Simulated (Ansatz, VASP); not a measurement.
# One calculation of Ti, two programs

```
CELL_PARAMETERS angstrom
0.00000 -3.25524 0.00000
-3.25524 0.00000 0.00000
0.00000 0.00000 -3.25524
ATOMIC_POSITIONS crystal
Ti 0.52372 0.53557 0.50000
Ti 0.97628 0.96443 0.00000
```

Change from the starting cell: mode 4 frozen in at -0.116 Å and mode 5 at -0.077 Å (largest displacements).

Alike in both runs: task single point; functional PBE; k mesh 14 × 14 × 14; occupations gaussian, width 0.15 eV; no spin polarisation.

|  | VASP | Ansatz |
| --- | --- | --- |
| version | VASP 6.6.1 | Ansatz 0.2.0 |
| potentials or method | VASP PAW PBE potentials, release 64 (Ti_sv), cutoff 520 eV | scalar-relativistic, plane waves, PAW |
| valence electrons in the cell | 24 | 24 |

|  | VASP | Ansatz | Ansatz less VASP |
| --- | --- | --- | --- |
| gap on the k mesh at the Fermi level (eV) | none | none | - |
| pressure (GPa) | 1.7 | 2.0 | +0.37 |
| traceless stress, the component that is largest in VASP (GPa) | 2.25 | 2.21 | -0.042 |
| rms of the force components (eV/Å) | 0.852 | 0.850 | -0.0019 |

Atom by atom the forces differ by 0.002 eV/Å (rms over components). A gap of «none» marks a metal or a gap that the smearing closes. With one functional, cell and mesh, what is left measures potentials, basis and numerics.
